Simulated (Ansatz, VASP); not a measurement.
## Ru in VASP and in Ansatz

```xyz
2
Lattice="2.6895 0.0000 0.0000 -1.3448 2.3292 0.0000 0.0000 0.0000 4.2519" Properties=species:S:1:pos:R:3 pbc="T T T"
Ru   -0.0354    1.5174    1.0630
Ru    1.3801    0.8118    3.1889
```

Change from the starting cell: mode 4 (200.8 1/cm) frozen in, largest displacement -0.050 Å.

Alike in both runs: task single point; functional PBEsol; k mesh 24 × 24 × 14; occupations gaussian, width 0.15 eV; no spin polarisation.

|  | VASP | Ansatz |
| --- | --- | --- |
| version | VASP 6.6.1 | Ansatz 0.2.0 |
| potentials or method | VASP PAW PBE potentials, release 64 (Ru_pv), cutoff 520 eV | scalar-relativistic, plane waves, PAW |
| valence electrons in the cell | 28 | 32 |

|  | VASP | Ansatz | Ansatz less VASP |
| --- | --- | --- | --- |
| gap on the k mesh at the Fermi level (eV) | none | none | - |
| pressure (GPa) | 0.5 | 0.6 | +0.09 |
| traceless stress, the component that is largest in VASP (GPa) | -1.32 | -1.29 | +0.025 |
| rms of the force components (eV/Å) | 0.423 | 0.422 | -0.0008 |

VASP's potentials were made for PBE, not for PBEsol. Atom by atom the forces differ by 0.001 eV/Å (rms over components). A gap of «none» marks a metal or a gap that the smearing closes. With one functional, cell and mesh, what is left measures potentials, basis and numerics. VASP's potentials hold 28 valence electrons a cell and Ansatz's 32, so a difference there can come from the potentials and not from the codes.
